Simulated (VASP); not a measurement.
# LiNbO3 (R3c) in VASP: single point with PBEsol

Aim: the single point of LiNbO3 with PBEsol.

Program: VASP 6.6.1. These are calculated values, not measurements. Logs are shortened: lines on timing, memory, paths and dates and some standing lists are left out, and cuts for length are marked.

### Step 1. The cell of the first run

Symmetry: R3c, No. 161, trigonal system. Conventional cell: a = 5.135 Å, b = 5.135 Å, c = 13.825 Å, α = 90.00°, β = 90.00°, γ = 120.00°. Within 2.7 Å of Li (site symmetry 3) lie 6 O at 2.05 to 2.24 Å. Within 2.5 Å of Nb (site symmetry 3) lie 6 O at 1.88 to 2.12 Å. O (site symmetry 1) has 2 Nb at 1.88 to 2.12 Å and 2 Li at 2.05 to 2.24 Å within 2.5 Å.

### Step 2. Single point, PBEsol

Input file INCAR:

```
SYSTEM = LiNbO3
PREC = Accurate
ENCUT = 750
EDIFF = 1E-6
ISMEAR = 0
SIGMA = 0.02
LREAL = .False.
LASPH = .True.
NELM = 120
ALGO = Normal
ISIF = 2
LWAVE = .False.
LCHARG = .True.
GGA = PS
LELF = .True.
LVHAR = .True.
NBANDS = 45
GGA_COMPAT = .False.
```

Input file KPOINTS:

```
Automatic mesh
0
Gamma
  6 6 6
  0 0 0
```

Input file POSCAR:

```
LiNbO3
1.0
    2.5673400333      1.4822544594      4.6082964892
   -2.5673400333      1.4822544594      4.6082964892
    0.0000000000     -2.9645089187      4.6082964893
Li Nb O
2 2 6
Direct
    0.2817273088      0.2817273088      0.2817273088
    0.7817273088      0.7817273088      0.7817273088
   -0.0006652794     -0.0006652794     -0.0006652794
    0.4993347206      0.4993347206      0.4993347206
    0.1102977097      0.3608971719      0.7195580890
    0.7195580890      0.1102977097      0.3608971719
    0.3608971719      0.7195580890      0.1102977097
    0.2195580890      0.8608971719      0.6102977097
    0.8608971719      0.6102977097      0.2195580890
    0.6102977097      0.2195580890      0.8608971719
```

Potentials or basis: VASP PAW PBE potentials, release 64 (Li_sv, Nb_sv, O).

Command:

```bash
> cat potpaw_PBE.64/Li_sv/POTCAR potpaw_PBE.64/Nb_sv/POTCAR potpaw_PBE.64/O/POTCAR > POTCAR
> mpirun -np 1 vasp_std > vasp.out
```

OUTCAR:

```text
SYSTEM = LiNbO3
   PREC = Accurate
   ENCUT = 750
   EDIFF = 1E-6
   ISMEAR = 0
   LREAL = .False.
   LASPH = .True.
   NELM = 120
   ISIF = 2
   GGA = PS

 ion  position               nearest neighbor table
   1  0.282  0.282  0.282-   9 2.05   8 2.05  10 2.05   6 2.24   7 2.24   5 2.24
   2  0.782  0.782  0.782-   5 2.05   7 2.05   6 2.05  10 2.24   8 2.24   9 2.24
   3  0.999  0.999  0.999-   7 1.88   5 1.88   6 1.88  10 2.12   9 2.12   8 2.12
   4  0.499  0.499  0.499-   8 1.88   9 1.88  10 1.88   6 2.12   5 2.12   7 2.12
   5  0.110  0.361  0.720-   3 1.88   2 2.05   4 2.12   1 2.24
   6  0.720  0.110  0.361-   3 1.88   2 2.05   4 2.12   1 2.24
   7  0.361  0.720  0.110-   3 1.88   2 2.05   4 2.12   1 2.24
   8  0.220  0.861  0.610-   4 1.88   1 2.05   3 2.12   2 2.24
   9  0.861  0.610  0.220-   4 1.88   1 2.05   3 2.12   2 2.24
  10  0.610  0.220  0.861-   4 1.88   1 2.05   3 2.12   2 2.24

  LATTYP: Found a trigonal (rhomboedric) cell.
 ALAT       =     5.4794807839
 COS(alpha) =     0.5609459728

  Lattice vectors:

 A1 = (   2.5673400333,   1.4822544594,   4.6082964892)
 A2 = (  -2.5673400333,   1.4822544594,   4.6082964892)
 A3 = (   0.0000000000,  -2.9645089187,   4.6082964893)

Analysis of symmetry for initial positions (statically):
=====================================================================
 Subroutine PRICEL returns:
 Original cell was already a primitive cell.

 Routine SETGRP: Setting up the symmetry group for a
 trigonal (rhombohedral) supercell.

 Subroutine GETGRP returns: Found  6 space group operations
 (whereof  3 operations were pure point group operations)
 out of a pool of 12 trial point group operations.

The static configuration has the point symmetry C_3 .
 The point group associated with its full space group is C_3v.

Analysis of symmetry for dynamics (positions and initial velocities):
=====================================================================
 Subroutine PRICEL returns:
 Original cell was already a primitive cell.

 Routine SETGRP: Setting up the symmetry group for a
 trigonal (rhombohedral) supercell.

 Subroutine GETGRP returns: Found  6 space group operations
 (whereof  3 operations were pure point group operations)
 out of a pool of 12 trial point group operations.

The dynamic configuration has the point symmetry C_3 .
 The point group associated with its full space group is C_3v.

 Subroutine INISYM returns: Found  6 space group operations
 (whereof  3 operations are pure point group operations),
 and found     1 'primitive' translations

----------------------------------------------------------------------------------------

                                     Primitive cell

  volume of cell :     105.2199

  direct lattice vectors                    reciprocal lattice vectors
     2.567340033  1.482254459  4.608296489     0.194754101  0.112441333  0.072333309
    -2.567340033  1.482254459  4.608296489    -0.194754101  0.112441333  0.072333309
     0.000000000 -2.964508919  4.608296489     0.000000000 -0.224882665  0.072333309

  length of vectors
     5.479480784  5.479480784  5.479480784     0.236229382  0.236229382  0.236229381

  position of ions in fractional coordinates (direct lattice)
     0.281727309  0.281727309  0.281727309
     0.781727309  0.781727309  0.781727309
     0.999334721  0.999334721  0.999334721
     0.499334721  0.499334721  0.499334721
     0.110297710  0.360897172  0.719558089
     0.719558089  0.110297710  0.360897172
     0.360897172  0.719558089  0.110297710
     0.219558089  0.860897172  0.610297710
     0.860897172  0.610297710  0.219558089
     0.610297710  0.219558089  0.860897172

  ion indices of the primitive-cell ions
   primitive index   ion index
                 1           1
                 2           2
                 3           3
                 4           4
                 5           5
                 6           6
                 7           7
                 8           8
                 9           9
                10          10

----------------------------------------------------------------------------------------

 KPOINTS: Automatic mesh

Automatic generation of k-mesh.
 Grid dimensions read from file:
 generate k-points for:    6    6    6

 Generating k-lattice:

  Cartesian coordinates                     Fractional coordinates (reciprocal lattice)
     0.032459017  0.018740222  0.012055551     0.166666667  0.000000000  0.000000000
    -0.032459017  0.018740222  0.012055551     0.000000000  0.166666667  0.000000000
     0.000000000 -0.037480444  0.012055551     0.000000000  0.000000000  0.166666667

  Length of vectors
     0.039371564  0.039371564  0.039371564

  Shift w.r.t. Gamma in fractional coordinates (k-lattice)
     0.000000000  0.000000000  0.000000000

 Subroutine IBZKPT returns following result:
 ===========================================

 Found     32 irreducible k-points:

 Following reciprocal coordinates:
            Coordinates               Weight
  0.000000  0.000000  0.000000      1.000000
  0.166667  0.000000  0.000000      6.000000
  0.333333  0.000000  0.000000      6.000000
  0.500000  0.000000 -0.000000      3.000000
  0.166667  0.166667  0.000000      6.000000
  0.333333  0.166667  0.000000     12.000000
[... 16 lines left out ...]
  0.500000  0.500000  0.166667      6.000000
 -0.333333  0.500000  0.166667     12.000000
 [... further k-points ...]
   k-points           NKPTS =     32   k-points in BZ     NKDIM =     32   number of bands    NBANDS=     45
   number of dos      NEDOS =    301   number of ions     NIONS =     10
   total plane-waves  NPLWV = 125000
   dimension x,y,z NGX =    50 NGY =   50 NGZ =   50
   dimension x,y,z NGXF=   100 NGYF=  100 NGZF=  100
   ions per type =               2   2   6
   NGX,Y,Z   is equivalent  to a cutoff of  15.17, 15.17, 15.17 a.u.
   NGXF,Y,Z  is equivalent  to a cutoff of  30.34, 30.34, 30.34 a.u.
 SYSTEM =  LiNbO3
   PREC   = accura    normal or accurate (medium, high low for compatibility)
   ISTART =      0    job   : 0-new  1-cont  2-samecut
   ICHARG =      2    charge: 1-file 2-atom 10-const
   ISPIN  =      1    spin polarized calculation?
   LNONCOLLINEAR =      F non collinear calculations
   LSORBIT =      F    spin-orbit coupling
   LASPH  =      T    aspherical Exc in radial PAW
   ENCUT  =  750.0 eV  55.12 Ry    7.42 a.u.  12.24 12.24 12.24*2*pi/ulx,y,z
   NELM   =    120;   NELMIN=  2; NELMDL= -5     # of ELM steps
   EDIFF  = 0.1E-05   stopping-criterion for ELM
   LREAL  =      F    real-space projection
   EDIFFG = 0.1E-04   stopping-criterion for IOM
   NSW    =      0    number of steps for IOM
   IBRION =     -1    ionic relax: 0-MD 1-quasi-New 2-CG
   NFREE  =      0    steps in history (QN), initial steepest desc. (CG)
   ISIF   =      2    stress and relaxation
   ISYM   =      2    0-nonsym 1-usesym 2-fastsym
   POTIM  = 0.5000    time-step for ionic-motion
   TEBEG  =    0.0;   TEEND  =   0.0 temperature during run
   PSTRESS=    0.0 pullay stress
   NELECT =      68.0000    total number of electrons
   NUPDOWN=      -1.0000    fix difference up-down
   EMIN   =  10.00;   EMAX   =-10.00  energy-range for DOS
   EFERMI =   0.00;   METHOD = LEGACY
   ISMEAR =     0;   SIGMA  =   0.02  broadening in eV -4-tet -1-fermi 0-gaus
   EFERMI_NEDOS =   21; number of points for ismear=-14 and -15
   IALGO  =     38    algorithm
   IMIX   =      4    mixing-type and parameters
     AMIX     =   0.40;   BMIX     =  1.00
     AMIX_MAG =   1.60;   BMIX_MAG =  1.00
  volume/ion in A,a.u.               =      10.52        71.01
  Fermi-wavevector in a.u.,A,eV,Ry     =   1.415398  2.674714 27.257246  2.003351
  Thomas-Fermi vector in A             =   2.536840
   LORBIT       =      0    0 simple, 1 ext, 2 COOP (PROOUT), +10 PAW based schemes
   GGA     = PS    functional components
   LHFCALC =     F    Hartree Fock is set to
   AEXX    =    0.0000 exact exchange contribution
   IVDW    =     0    specifies the selected vdW correction
   LEPSILON=     F    determine dielectric tensor
   LRPA    =     F    only Hartree local field effects (RPA)
 non-spin polarized calculation
 Gauss-broadening in eV      SIGMA  =   0.02
  energy-cutoff  :      750.00
  volume of cell :      105.22
 maximum number of plane-waves:      4935
 NGX is ok and might be reduce to    50
   NGX = 25   NGY = 25   NGZ = 25

 number of electron      68.0000001 magnetization

 Free energy of the ion-electron system (eV)
  ---------------------------------------------------
  ext. energy  EPLUGINS =         0.00000000
  ---------------------------------------------------
  free energy    TOTEN  =       -83.48044273 eV

  energy without entropy =      -83.48044273  energy(sigma->0) =      -83.48044273

 E-fermi :   3.7567     XC(G=0): -11.1007

 val. band max:        3.5233788427   @ k =   0.1667   0.1667   0.1667
 cond. band min:       7.0349015380   @ k =   0.0000   0.0000   0.0000
 fundamental gap:      3.5115226953
 Fermi energy:         3.7566763691

 k-point     1 :       0.0000    0.0000    0.0000
  band No.  band energies     occupation
      1     -50.5140      2.00000
      2     -50.4977      2.00000
      3     -38.2832      2.00000
      4     -38.2801      2.00000
      5     -26.8710      2.00000
      6     -26.8710      2.00000
[... 37 lines left out ...]
     44      13.5982      0.00000
     45      13.6527      0.00000

 k-point     2 :       0.1667    0.0000    0.0000
  band No.  band energies     occupation
      1     -50.5129      2.00000
      2     -50.4988      2.00000
      3     -38.2830      2.00000
      4     -38.2803      2.00000
      5     -26.8619      2.00000
      6     -26.8604      2.00000
[... 37 lines left out ...]
     44      13.5072      0.00000
     45      13.5505      0.00000

 k-point     3 :       0.3333    0.0000    0.0000
  band No.  band energies     occupation
      1     -50.5099      2.00000
      2     -50.5017      2.00000
      3     -38.2825      2.00000
      4     -38.2809      2.00000
      5     -26.8351      2.00000
      6     -26.8310      2.00000
[... 997 lines left out ...]
     44      13.1669      0.00000
     45      13.6910      0.00000

 k-point    24 :      -0.3333    0.5000    0.1667
  band No.  band energies     occupation
      1     -50.5071      2.00000
      2     -50.5044      2.00000
      3     -38.2820      2.00000
      4     -38.2814      2.00000
      5     -26.8745      2.00000
      6     -26.8726      2.00000
[... 37 lines left out ...]
     44      13.1273      0.00000
     45      13.9469      0.00000

 [... further k-points ...]
[... 5 lines left out ...]
  --------------------------------------------------------------------------------------
  -------------------------------------------------------------------------------------
  Total       -0.2474671     -0.2474671     -0.2492292      0.0000000      0.0000000      0.0000000
  in kB       -3.7681684     -3.7681684     -3.7949995      0.0000000      0.0000000      0.0000000
  external PRESSURE =      -3.7771121 kB  Pullay stress =       0.0000000 kB

 VOLUME and BASIS-vectors are now :
 -----------------------------------------------------------------------------
  energy-cutoff  :      750.00
  volume of cell :      105.22
      direct lattice vectors                 reciprocal lattice vectors
     2.567340033  1.482254459  4.608296489     0.194754101  0.112441333  0.072333309
    -2.567340033  1.482254459  4.608296489    -0.194754101  0.112441333  0.072333309
     0.000000000 -2.964508919  4.608296489     0.000000000 -0.224882665  0.072333309

 POSITION                                       TOTAL-FORCE (eV/Angst)
 -----------------------------------------------------------------------------------
      0.00000      0.00000      3.89485         0.000000     -0.000000     -0.000992
      0.00000      0.00000     10.80729         0.000000     -0.000000     -0.000992
      0.00000      0.00000     13.81569         0.000000     -0.000000     -0.033034
      0.00000      0.00000      6.90325         0.000000     -0.000000     -0.033034
     -0.64337     -1.43471      5.48734         0.010222      0.003280      0.011342
      1.56418      0.16017      5.48734        -0.007951      0.007212      0.011342
     -0.92080      1.27453      5.48734        -0.002270     -0.010492      0.011342
     -1.64654     -0.20772      7.79149         0.002270     -0.010492      0.011342
      0.64337      1.52980      7.79149        -0.010222      0.003280      0.011342
      1.00316     -1.32208      7.79149         0.007951      0.007212      0.011342
 -----------------------------------------------------------------------------------
    total drift:                                0.000000     -0.000000     -0.000090

  FREE ENERGIE OF THE ION-ELECTRON SYSTEM (eV)
  ---------------------------------------------------
  free  energy   TOTEN  =       -83.4804427282 eV

  energy  without entropy=      -83.4804427282  energy(sigma->0) =      -83.48044273
```

Wall time 14 min (1 thread of Intel Xeon 8259CL, shared host); peak memory 0.46 GiB.

Results:

```yaml
Free_energy: -83.4804 eV
Pressure: -0.4 GPa
Largest_force: 0.033 eV/Å
Band_gap_on_the_k_mesh: 3.51 eV (least direct gap 3.52 eV)
```

Forces on the atoms (eV/Å):
```
Li   0.000  0.000 -0.001
Li   0.000  0.000 -0.001
Nb   0.000  0.000 -0.033
Nb   0.000  0.000 -0.033
O    0.010  0.003  0.011
O   -0.008  0.007  0.011
O   -0.002 -0.010  0.011
O    0.002 -0.010  0.011
O   -0.010  0.003  0.011
O    0.008  0.007  0.011
```

Levels at points of the mesh, in eV from the valence-band top:
| k point | band 32 | band 33 | band 34 | band 35 | band 36 | band 37 |
| --- | --- | --- | --- | --- | --- | --- |
| (0.00, 0.00, 0.00) | -0.50 | -0.01 | -0.01 | 3.51 | 3.51 | 3.96 |
| (0.50, 0.00, 0.00) | -0.30 | -0.22 | -0.22 | 3.88 | 3.88 | 4.70 |
| (0.50, 0.50, 0.00) | -0.67 | -0.47 | -0.20 | 3.59 | 4.10 | 4.60 |
| (0.50, 0.50, 0.50) | -0.32 | -0.32 | -0.32 | 4.62 | 4.62 | 4.84 |

Caveat: the PAW data sets were made with another functional, which shifts forces and pressure a little. A k mesh can miss the band edges.
